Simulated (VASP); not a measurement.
A run of VASP 6.6.1:

Contents of INCAR:

```
PREC = Accurate
ENCUT = 520
EDIFF = 1E-6
ISMEAR = 0
SIGMA = 0.1
LREAL = F
LASPH = T
NELM = 80
ALGO = Normal
ISIF = 2
LWAVE = F
LCHARG = T
GGA = PE
LELF = T
LVHAR = T
NBANDS = 24
```

File KPOINTS:

```
regular mesh
0
Gamma
  24 24 10
```

POSCAR

```
TaN
1.0
    2.9081120427      0.0000000000      0.0000000000
   -1.4540560213      2.5184989061      0.0000000000
    0.0000000000      0.0000000000      6.0331424205
Ta N
2 2
Direct
    0.0000000000      0.0000000000      0.0000000000
    0.0000000000      0.0000000000      0.5000000000
    0.3333333335      0.6666666665      0.2500000000
    0.6666666665      0.3333333335      0.7500000000
```

Potentials or basis: VASP PAW PBE potentials, release 64 (Ta_pv, N).

Launch:

```console
$ cat potpaw_PBE.64/Ta_pv/POTCAR potpaw_PBE.64/N/POTCAR > POTCAR
$ mpirun -np 1 vasp_std > vasp.out
```

Hardware: 1 thread of Intel Xeon 8259CL, on a shared host.

**Question.** Estimate the wall time of this run.

**Answer.** Wall time 6.6 min on 1 thread of Intel Xeon 8259CL, on a shared host, peak memory 0.44 GiB. Counts: scf iterations 13, k points 366.
